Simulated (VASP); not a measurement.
Wanted: the native input for a VASP 6.6.1 run.

```
Task                   : single point
Functional             : PBE
Potentials or basis    : VASP PAW PBE potentials, release 64 (Al, Sc_sv, N)
Cutoff                 : 520 eV
k mesh                 : 4 × 4 × 3
Occupations            : gaussian, width 0.01 eV
Spin                   : no spin polarisation
Dipole correction      : no
Further INCAR settings : LREAL = Auto; ALGO = Normal; EDIFF = 1e-06; NBANDS = 102
```

The structure of ScAl3N4 (wurtzite Al12Sc4N16) lies in POSCAR:

```
ScAl3N4
1.0
    6.4858413593     -0.0089206996     -0.0050907387
   -3.2506462321      5.6124430323      0.0050907387
   -0.0078980739      0.0045599551     10.1584556199
Al Sc N
12 4 16
Direct
    0.3367444232      0.1632555768      0.7515569498
    0.1636929894      0.8275403550     -0.0038450308
    0.3318278563      0.6696812598      0.2540193943
    0.1678983847      0.8347123914      0.5025165961
    0.3336825955      0.6716518468      0.7468676374
    0.6724596450      0.3363070106     -0.0038450308
    0.8303187402      0.1681721437      0.2540193943
    0.6652876086      0.3321016153      0.5025165961
    0.8283481532      0.1663174045      0.7468676374
    0.8362529541      0.6637470459      0.2519845536
    0.6652895238      0.8347104762      0.4981373838
    0.8352746881      0.6647253119      0.7461196399
    0.1627583621      0.3372416379     -0.0077060545
    0.3377538594      0.1622461406      0.2446269045
    0.1657312216      0.3342687784      0.4984916614
    0.6668862927      0.8331137073     -0.0033076986
    0.1581579497      0.3418420503      0.2044772138
    0.3421927891      0.1578072109      0.4488294417
    0.1678731573      0.3321268427      0.7073430095
    0.3432754469      0.1567245531      0.9432888914
    0.1552340483      0.8102005477      0.1854511778
    0.3409829132      0.6880358388      0.4421942266
    0.1661118460      0.8336855820      0.6907513083
    0.3269376379      0.6807400298      0.9317897047
    0.6897994523      0.3447659517      0.1854511778
    0.8119641612      0.1590170868      0.4421942266
    0.6663144180      0.3338881540      0.6907513083
    0.8192599702      0.1730623621      0.9317897047
    0.6676187991      0.8323812009      0.2043129509
    0.8339656347      0.6660343653      0.4437624229
    0.6676223737      0.8323776263      0.6908396854
    0.8424821047      0.6575178953      0.9337530158
```

One way to write it, as run:

INCAR

```
SYSTEM = ScAl3N4
PREC = Accurate
ENCUT = 520
EDIFF = 1E-6
ISMEAR = 0
SIGMA = 0.01
LREAL = Auto
LASPH = .True.
NELM = 100
ALGO = Normal
ISIF = 2
LWAVE = .False.
LCHARG = .False.
GGA = PE
NBANDS = 102
```

KPOINTS

```
Automatic mesh
0
Gamma
  4 4 3
  0 0 0
```

Potentials or basis: VASP PAW PBE potentials, release 64 (Al, Sc_sv, N).

The run is started by

```sh
$ cat potpaw_PBE.64/Al/POTCAR potpaw_PBE.64/Sc_sv/POTCAR potpaw_PBE.64/N/POTCAR > POTCAR
$ mpirun -np 1 vasp_std > vasp.out
```

It gave:

```
Pressure               : 0.1 GPa
Largest force          : 0.090 eV/Å
Band gap on the k mesh : 3.60 eV, indirect (least direct gap 3.60 eV)
```

Wall time 19 min on 1 thread of Intel(R) Xeon(R) Platinum 8488C (Sapphire Rapids), with other jobs on the host, peak memory 0.66 GiB.
